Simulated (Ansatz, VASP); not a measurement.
# One calculation of Cu, two programs

```
Cu
1.0
     2.48755    0.00000    0.00000
     0.00000    3.51792    0.00000
     0.00000    0.00000   20.97510
Cu
5
Direct
  0.00000 0.00000 0.38577
  0.50000 0.50000 0.43916
  0.00000 0.00000 0.50000
  0.50000 0.50000 0.56084
  0.00000 0.00000 0.61423
```

Alike in both runs: task single point; functional LDA; k mesh 15 × 10 × 1; occupations fermi-dirac, width 0.08 eV; no spin polarisation.

|  | VASP | Ansatz |
| --- | --- | --- |
| version | VASP 6.6.1 | Ansatz 0.2.0 |
| potentials or method | VASP PAW LDA potentials, release 64 (Cu) | PAW with Ansatz's default frozen-core files, scalar-relativistic |
| plane-wave cutoff (eV) | 520 | 420 |
| valence electrons in the cell | 55 | 95 |

|  | VASP | Ansatz | Ansatz less VASP |
| --- | --- | --- | --- |
| rms of the force components (eV/Å) | 0.018 | 0.000 | -0.0182 |

LDA's correlation is that of Perdew and Zunger in VASP and of Perdew and Wang (1992) in Ansatz. Atom by atom the forces differ by 0.018 eV/Å (rms over components). VASP's potentials hold 55 valence electrons a cell and Ansatz's 95, so a difference there can come from the potentials and not from the codes.
